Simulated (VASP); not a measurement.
# Ta16F in VASP: single point with PBE

Aim: the single point of Ta16F with PBE.

All numbers are computed with VASP 6.6.1; they aren't measurements. Logs are shortened: lines on timing, memory, paths and dates and some standing lists are left out, and cuts for length are marked.

## (1) The cell of the first run

The cell holds a slab with vacuum, 17 atoms: a = 6.638 Å, b = 6.638 Å, c = 20.300 Å, α = 90.00°, β = 90.00°, γ = 90.00°.

## (2) Single point, PBE

File INCAR:

```
SYSTEM = Ta16F
PREC = Accurate
ENCUT = 520
EDIFF = 1E-6
ISMEAR = 0
SIGMA = 0.1
LREAL = Auto
LASPH = .True.
NELM = 100
ALGO = Normal
ISIF = 2
LWAVE = .False.
LCHARG = .False.
LDIPOL = .True.
IDIPOL = 3
DIPOL = 0.5 0.5 0.328
GGA = PE
NBANDS = 106
```

File KPOINTS:

```
Automatic mesh
0
Gamma
  4 4 1
  0 0 0
```

File POSCAR:

```
Ta16F
1.0
    6.6379342675      0.0000000000      0.0000000000
    0.0000000000      6.6379342675      0.0000000000
    0.0000000000      0.0000000000     20.2996559605
Ta F
16 1
Direct
    0.2500000000      0.2500000000      0.1970476745
    0.2500000000      0.7500000000      0.1970476745
    0.7500000000      0.2500000000      0.1970476745
    0.7500000000      0.7500000000      0.1970476745
    0.0000000000      0.0000000000      0.2787970189
    0.0000000000      0.5000000000      0.2787970189
    0.5000000000      0.0000000000      0.2787970189
    0.5000000000      0.5000000000      0.2787970189
    0.2500000000      0.2500000000      0.3599139072
    0.2500000000      0.7500000000      0.3599139072
    0.7500000000      0.2500000000      0.3599139072
    0.7500000000      0.7500000000      0.3599139072
    0.0000000000      0.0000000000      0.4334879358
    0.0000000000      0.5000000000      0.4334879358
    0.5000000000      0.0000000000      0.4334879358
    0.5000000000      0.5000000000      0.4334879358
    0.0625000000      0.2500000000      0.5046827783
```

Potentials or basis: VASP PAW PBE potentials, release 64 (Ta_pv, F).

Launch:

```bash
$ cat potpaw_PBE.64/Ta_pv/POTCAR potpaw_PBE.64/F/POTCAR > POTCAR
$ mpirun -np 1 vasp_std > vasp.out
```

OUTCAR:

```text
SYSTEM = Ta16F
   PREC = Accurate
   ENCUT = 520
   EDIFF = 1E-6
   ISMEAR = 0
   LREAL = Auto
   LASPH = .True.
   NELM = 100
   ISIF = 2
   GGA = PE

 ion  position               nearest neighbor table
   1  0.250  0.250  0.197-   5 2.87   6 2.87   7 2.87   8 2.87   9 3.31   3 3.32   2 3.32   2 3.32
                             3 3.32
   2  0.250  0.750  0.197-   5 2.87   6 2.87   7 2.87   8 2.87  10 3.31   4 3.32   1 3.32   1 3.32
                             4 3.32
   3  0.750  0.250  0.197-   5 2.87   6 2.87   7 2.87   8 2.87  11 3.31   4 3.32   1 3.32   4 3.32
                             1 3.32
   4  0.750  0.750  0.197-   5 2.87   6 2.87   7 2.87   8 2.87  12 3.31   3 3.32   2 3.32   3 3.32
                             2 3.32
   5  0.000  0.000  0.279-   9 2.87  10 2.87  11 2.87  12 2.87   1 2.87   2 2.87   3 2.87   4 2.87
                            13 3.14   7 3.32   6 3.32   6 3.32   7 3.32
   6  0.000  0.500  0.279-   9 2.87  10 2.87  11 2.87  12 2.87   1 2.87   2 2.87   3 2.87   4 2.87
                            14 3.14   8 3.32   5 3.32   5 3.32   8 3.32
   7  0.500  0.000  0.279-   9 2.87  10 2.87  11 2.87  12 2.87   1 2.87   2 2.87   3 2.87   4 2.87
                            15 3.14   8 3.32   5 3.32   8 3.32   5 3.32
   8  0.500  0.500  0.279-   9 2.87  10 2.87  11 2.87  12 2.87   1 2.87   2 2.87   3 2.87   4 2.87
                            16 3.14   7 3.32   6 3.32   7 3.32   6 3.32
   9  0.250  0.250  0.360-  13 2.78  14 2.78  15 2.78  16 2.78   5 2.87   6 2.87   7 2.87   8 2.87
                             1 3.31  10 3.32  11 3.32  10 3.32  11 3.32
  10  0.250  0.750  0.360-  13 2.78  14 2.78  15 2.78  16 2.78   5 2.87   6 2.87   7 2.87   8 2.87
                             2 3.31   9 3.32  12 3.32   9 3.32  12 3.32
  11  0.750  0.250  0.360-  13 2.78  14 2.78  15 2.78  16 2.78   5 2.87   6 2.87   7 2.87   8 2.87
                             3 3.31   9 3.32  12 3.32  12 3.32   9 3.32
  12  0.750  0.750  0.360-  13 2.78  14 2.78  15 2.78  16 2.78   5 2.87   6 2.87   7 2.87   8 2.87
                             4 3.31  10 3.32  11 3.32  11 3.32  10 3.32
  13  0.000  0.000  0.433-  17 2.24  10 2.78  11 2.78  12 2.78   9 2.78   5 3.14  15 3.32  14 3.32
                            14 3.32  15 3.32
  14  0.000  0.500  0.433-  17 2.24  10 2.78  11 2.78  12 2.78   9 2.78   6 3.14  16 3.32  13 3.32
                            13 3.32  16 3.32
  15  0.500  0.000  0.433-   9 2.78  10 2.78  11 2.78  12 2.78   7 3.14  13 3.32  16 3.32  16 3.32
                            13 3.32
  16  0.500  0.500  0.433-   9 2.78  10 2.78  11 2.78  12 2.78   8 3.14  14 3.32  15 3.32  15 3.32
                            14 3.32
  17  0.062  0.250  0.505-  13 2.24  14 2.24

  LATTYP: Found a simple tetragonal cell.
 ALAT       =     6.6379342675
 C/A-ratio  =     3.0581284994

  Lattice vectors:

 A1 = (   6.6379342675,   0.0000000000,   0.0000000000)
 A2 = (   0.0000000000,   6.6379342675,   0.0000000000)
 A3 = (   0.0000000000,   0.0000000000,  20.2996559605)

Analysis of symmetry for initial positions (statically):
=====================================================================
 Subroutine PRICEL returns:
 Original cell was already a primitive cell.

 Routine SETGRP: Setting up the symmetry group for a
 simple tetragonal supercell.

 Subroutine GETGRP returns: Found  2 space group operations
 (whereof  1 operations were pure point group operations)
 out of a pool of 16 trial point group operations.

The static configuration has the point symmetry C_1 .
 The point group associated with its full space group is C_1h.

Analysis of symmetry for dynamics (positions and initial velocities):
=====================================================================
 Subroutine PRICEL returns:
 Original cell was already a primitive cell.

 Routine SETGRP: Setting up the symmetry group for a
 simple tetragonal supercell.

 Subroutine GETGRP returns: Found  2 space group operations
 (whereof  1 operations were pure point group operations)
 out of a pool of 16 trial point group operations.

The dynamic configuration has the point symmetry C_1 .
 The point group associated with its full space group is C_1h.

 Subroutine INISYM returns: Found  2 space group operations
 (whereof  1 operations are pure point group operations),
 and found     1 'primitive' translations

----------------------------------------------------------------------------------------

                                     Primitive cell

  volume of cell :     894.4469

  direct lattice vectors                    reciprocal lattice vectors
     6.637934268  0.000000000  0.000000000     0.150649277  0.000000000  0.000000000
     0.000000000  6.637934268  0.000000000     0.000000000  0.150649277  0.000000000
[... 58 lines left out ...]

  Length of vectors
     0.037662319  0.037662319  0.049261919

  Shift w.r.t. Gamma in fractional coordinates (k-lattice)
     0.000000000  0.000000000  0.000000000

 Subroutine IBZKPT returns following result:
 ===========================================

 Found      9 irreducible k-points:

 Following reciprocal coordinates:
            Coordinates               Weight
  0.000000  0.000000  0.000000      1.000000
  0.250000  0.000000  0.000000      2.000000
  0.000000  0.250000  0.000000      2.000000
  0.500000  0.000000  0.000000      1.000000
  0.000000  0.500000  0.000000      1.000000
  0.250000  0.250000  0.000000      4.000000
  0.500000  0.250000  0.000000      2.000000
 -0.250000  0.500000  0.000000      2.000000
  0.500000  0.500000  0.000000      1.000000
   k-points           NKPTS =      9   k-points in BZ     NKDIM =      9   number of bands    NBANDS=    106
   number of dos      NEDOS =    301   number of ions     NIONS =     17
   total plane-waves  NPLWV = 400000
   dimension x,y,z NGX =    50 NGY =   50 NGZ =  160
   dimension x,y,z NGXF=   100 NGYF=  100 NGZF=  320
   ions per type =              16   1
   NGX,Y,Z   is equivalent  to a cutoff of  12.52, 12.52, 13.10 a.u.
   NGXF,Y,Z  is equivalent  to a cutoff of  25.04, 25.04, 26.21 a.u.
 SYSTEM =  Ta16F
   PREC   = accura    normal or accurate (medium, high low for compatibility)
   ISTART =      0    job   : 0-new  1-cont  2-samecut
   ICHARG =      2    charge: 1-file 2-atom 10-const
   ISPIN  =      1    spin polarized calculation?
   LNONCOLLINEAR =      F non collinear calculations
   LSORBIT =      F    spin-orbit coupling
   LASPH  =      T    aspherical Exc in radial PAW
   ENCUT  =  520.0 eV  38.22 Ry    6.18 a.u.  12.34 12.34 37.74*2*pi/ulx,y,z
   NELM   =    100;   NELMIN=  2; NELMDL= -5     # of ELM steps
   EDIFF  = 0.1E-05   stopping-criterion for ELM
   LREAL  =      T    real-space projection
   EDIFFG = 0.1E-04   stopping-criterion for IOM
   NSW    =      0    number of steps for IOM
[... 5 lines left out ...]
   TEBEG  =    0.0;   TEEND  =   0.0 temperature during run
   PSTRESS=    0.0 pullay stress
   NELECT =     183.0000    total number of electrons
   NUPDOWN=      -1.0000    fix difference up-down
   EMIN   =  10.00;   EMAX   =-10.00  energy-range for DOS
   EFERMI =   0.00;   METHOD = LEGACY
   ISMEAR =     0;   SIGMA  =   0.10  broadening in eV -4-tet -1-fermi 0-gaus
   EFERMI_NEDOS =   21; number of points for ismear=-14 and -15
   IALGO  =     38    algorithm
   IMIX   =      4    mixing-type and parameters
     AMIX     =   0.40;   BMIX     =  1.00
     AMIX_MAG =   1.60;   BMIX_MAG =  1.00
  volume/ion in A,a.u.               =      52.61       355.06
  Fermi-wavevector in a.u.,A,eV,Ry     =   0.964659  1.822941 12.661124  0.930566
  Thomas-Fermi vector in A             =   2.094309
   LORBIT       =      0    0 simple, 1 ext, 2 COOP (PROOUT), +10 PAW based schemes
   GGA     = PE    functional components
   LHFCALC =     F    Hartree Fock is set to
   AEXX    =    0.0000 exact exchange contribution
   IVDW    =     0    specifies the selected vdW correction
   LEPSILON=     F    determine dielectric tensor
   LRPA    =     F    only Hartree local field effects (RPA)
 non-spin polarized calculation
 Gauss-broadening in eV      SIGMA  =   0.10
  energy-cutoff  :      520.00
  volume of cell :      894.45
 maximum number of plane-waves:     24163
 NGX is ok and might be reduce to    50
   NGX = 25   NGY = 25   NGZ = 75

 dipolmoment           0.000000      0.000000      0.000163 electrons x Angstroem

 number of electron     182.9999945 magnetization

 dipolmoment           0.000000      0.000000     -0.038901 electrons x Angstroem

 Free energy of the ion-electron system (eV)
  ---------------------------------------------------
  ext. energy  EPLUGINS =         0.00000000
  ---------------------------------------------------
  free energy    TOTEN  =      -179.97556726 eV

  energy without entropy =     -179.90379419  energy(sigma->0) =     -179.93968073

 E-fermi :  -0.5065     XC(G=0):  -5.2980

 val. band max:       -0.5725672604   @ k =   0.0000   0.0000   0.0000
 cond. band min:      -0.4976303208   @ k =   0.5000   0.2500   0.0000
 fundamental gap:      0.0749369396
 Fermi energy:        -0.5064527404

 k-point     1 :       0.0000    0.0000    0.0000
  band No.  band energies     occupation
      1     -35.5554      2.00000
      2     -35.5335      2.00000
      3     -35.5295      2.00000
      4     -35.5216      2.00000
      5     -35.5187      2.00000
      6     -35.5063      2.00000
[... 943 lines left out ...]
    102       0.0001      0.00000
    103       0.0188      0.00000
 [bands above 103 left out]

------------------------ aborting loop because EDIFF is reached ----------------------------------------

 vacuum level on the upper side and lower side of the slab       (xc-potential included)        -0.196        -0.085

  FORCE on cell =-STRESS in cart. coord.  units (eV):
  Direction    XX          YY          ZZ          XY          YZ          ZX
  --------------------------------------------------------------------------------------
  -------------------------------------------------------------------------------------
  Total      -16.0559980    -20.9168513     -2.9216131      0.0000000      0.0000000     -0.8607966
  in kB      -28.7602937    -37.4672931     -5.2333372      0.0000000      0.0000000     -1.5419013
  external PRESSURE =     -23.8203080 kB  Pullay stress =       0.0000000 kB

 VOLUME and BASIS-vectors are now :
 -----------------------------------------------------------------------------
  energy-cutoff  :      520.00
  volume of cell :      894.45
      direct lattice vectors                 reciprocal lattice vectors
     6.637934268  0.000000000  0.000000000     0.150649277  0.000000000  0.000000000
     0.000000000  6.637934268  0.000000000     0.000000000  0.150649277  0.000000000
     0.000000000  0.000000000 20.299655961     0.000000000  0.000000000  0.049261919

 POSITION                                       TOTAL-FORCE (eV/Angst)
 -----------------------------------------------------------------------------------
      1.65948      1.65948      4.00000        -0.056709      0.000000      0.826733
      1.65948      4.97845      4.00000         0.066658      0.000000      0.759821
      4.97845      1.65948      4.00000         0.022026      0.000000      0.801309
      4.97845      4.97845      4.00000        -0.011853      0.000000      0.776245
      0.00000      0.00000      5.65948        -0.002244      0.091690     -0.949551
      0.00000      3.31897      5.65948        -0.002244     -0.091690     -0.949551
[... 9 lines left out ...]
      3.31897      3.31897      8.79966         0.141287     -0.061932     -0.333208
      0.41487      1.65948     10.24489        -0.566161      0.000000      0.061730
 -----------------------------------------------------------------------------------
    total drift:                                0.000987      0.000000      0.006123

  FREE ENERGIE OF THE ION-ELECTRON SYSTEM (eV)
  ---------------------------------------------------
  free  energy   TOTEN  =      -179.9755672617 eV

  energy  without entropy=     -179.9037941885  energy(sigma->0) =     -179.93968073

 vacuum level on the upper side and lower side of the slab         3.263         3.372
```

It took 29 min on 1 thread of AMD EPYC 9R45 (Zen 5), shared host; peak memory 1.1 GiB.

Results:

- Free energy: -179.9756 eV
- Largest force: 1.342 eV/Å
- Band gap on the k mesh: zero (an odd number of electrons rules out a gap without spin polarisation)

Forces on the atoms (eV/Å):
```
Ta  -0.057  0.000  0.827
Ta   0.067  0.000  0.760
Ta   0.022  0.000  0.801
Ta  -0.012  0.000  0.776
Ta  -0.002  0.092 -0.950
Ta  -0.002 -0.092 -0.950
Ta   0.005  0.022 -0.739
Ta   0.005 -0.022 -0.739
Ta   0.385  0.000 -0.824
Ta  -0.015  0.000  0.045
Ta  -0.174  0.000 -0.382
Ta  -0.246  0.000  0.025
Ta   0.154  0.907  0.977
Ta   0.154 -0.907  0.977
Ta   0.141  0.062 -0.333
Ta   0.141 -0.062 -0.333
F   -0.566  0.000  0.062
```

Caveat: spin-orbit coupling is left out, which moves the levels of the heavy elements; an odd number of electrons without spin polarisation forces a metal; a magnetic or distorted state may lie lower.

The gap in the log of VASP goes by the Fermi energy; the results here count the filled bands.